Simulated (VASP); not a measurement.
A run of VASP 6.6.1:

File INCAR:

```
PREC = Accurate ; ENCUT = 520
EDIFF = 1E-6 ; ISMEAR = -1
SIGMA = 0.05 ; LREAL = False
LASPH = True ; NELM = 100
ALGO = Normal ; ISIF = 2
LWAVE = False ; LCHARG = False
NBANDS = 11
```

File KPOINTS:

```
regular mesh
0
Gamma
  8 8 8
```

File POSCAR:

```
BeTe
1.0
    0.0000000000      2.5350175929      2.5350175929
    2.5350175929      0.0000000000      2.5350175929
    2.5350175929      2.5350175929      0.0000000000
Te Be
1 1
Direct
    0.7500000000      0.7500000000      0.7500000000
    0.0000000000      0.0000000000      0.0000000000
```

Potentials or basis: VASP PAW LDA potentials, release 64 (Te, Be).

Run with:

```bash
$ cat potpaw_LDA.64/Te/POTCAR potpaw_LDA.64/Be/POTCAR > POTCAR
$ mpirun -np 1 vasp_std > vasp.out
```

Hardware: 1 thread of Intel Xeon 8259CL, with other jobs on the host.

Problem. How long does it take, and how much memory?

Solution. Wall time 13 s on 1 thread of Intel Xeon 8259CL, on a shared host, peak memory 0.15 GiB. Counts: scf iterations 12, k points 29.
